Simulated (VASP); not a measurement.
Si3H2C4, 18 atoms in the cell. The cell holds a slab with vacuum, 18 atoms: a = 6.122 Å, b = 3.061 Å, c = 19.996 Å, α = 90.00°, β = 90.00°, γ = 90.00°. 

```yaml
Program: VASP 6.6.1
Task: single point
Functional: LDA
Potentials_or_basis: VASP PAW LDA potentials, release 64 (C, Si, H)
Cutoff: 520 eV
k_mesh: 4 × 8 × 1
Occupations: gaussian, width 0.05 eV
Spin: no spin polarisation
Dipole_correction: yes
Further_INCAR_settings: LREAL = Auto; ALGO = Normal; EDIFF = 1e-06; NBANDS = 45
```

Potentials or basis: VASP PAW LDA potentials, release 64 (C, Si, H).

Run with:

```bash
$ cat potpaw_LDA.64/C/POTCAR potpaw_LDA.64/Si/POTCAR potpaw_LDA.64/H/POTCAR > POTCAR
$ mpirun -np 1 vasp_std > vasp.out
```

Hardware: 1 thread of Intel(R) Xeon(R) 6975P-C (Granite Rapids), with other jobs on the host.

Problem. How long does it take, and how much memory?

Solution. Run time: 4 min on 1 thread of Intel(R) Xeon(R) 6975P-C (Granite Rapids) (shared host), peak memory 0.41 GiB. Counts: scf iterations 26, k points 15.
